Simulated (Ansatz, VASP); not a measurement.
**One calculation of AlAs, two programs**

```
Al As
1.0
     0.00000    2.86386    2.86386
     2.86386    0.00000    2.86386
     2.86386    2.86386    0.00000
Al As
1 1
Direct
  0.00000 0.00000 0.00000
  0.25000 0.25000 0.25000
```

Alike in both runs: functional PBE; k mesh 8 × 8 × 8; occupations gaussian, width 0.02 eV; no spin polarisation.

Ansatz relaxed the structure, and its values are those at the end. VASP's run is a single point on that final structure, the one shown.

|  | VASP | Ansatz |
| --- | --- | --- |
| version | VASP 6.6.1 | Ansatz 0.2.0 |
| potentials or method | VASP PAW PBE potentials, release 64 (Al, As), cutoff 500 eV | scalar-relativistic, plane waves, PAW |
| valence electrons in the cell | 8 | 18 |

VASP gave:

* gap on the k mesh at the Fermi level (eV): 1.49
* least direct gap on the mesh (eV): 1.78
* pressure (GPa): 0.2

Question: Estimate Ansatz's values.

Answer: gap on the k mesh at the Fermi level (eV): 1.50; least direct gap on the mesh (eV): 1.78; pressure (GPa): 0.0.

The functional is the same, so the differences come from potentials, cutoffs and numerics. VASP's potentials hold 8 valence electrons a cell and Ansatz's 18, so a difference there can come from the potentials and not from the codes.
